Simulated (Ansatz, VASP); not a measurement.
Ir in VASP and in Ansatz

```xyz
1
Lattice="0.0000 1.9054 1.9054 1.9054 0.0000 1.9054 1.9054 1.9054 0.0000" Properties=species:S:1:pos:R:3 pbc="T T T"
Ir    0.0000    0.0000    0.0000
```

Alike in both runs: functional LDA; k mesh 18 × 18 × 18; occupations gaussian, width 0.1 eV; no spin polarisation.

Ansatz relaxed the structure, and its values are those at the end. VASP's run is a single point on that final structure, the one shown.

|  | VASP | Ansatz |
| --- | --- | --- |
| version | VASP 6.6.1 | Ansatz 0.2.0 |
| potentials or method | VASP PAW LDA potentials, release 64 (Ir), cutoff 500 eV | scalar-relativistic, plane waves, PAW |
| valence electrons in the cell | 9 | 17 |

```csv
,VASP,Ansatz,Ansatz less VASP
gap on the k mesh at the Fermi level (eV),none,none,-
pressure (GPa),2.6,0.0,-2.58
```

Ansatz warns that its potentials were made for another functional, while VASP's fit it. LDA's correlation is that of Perdew and Zunger in VASP and of Perdew and Wang (1992) in Ansatz. A gap of «none» marks a metal or a gap that the smearing closes. VASP's potentials hold 9 valence electrons a cell and Ansatz's 17, so a difference there can come from the potentials and not from the codes.

Neither program's run includes spin-orbit coupling.
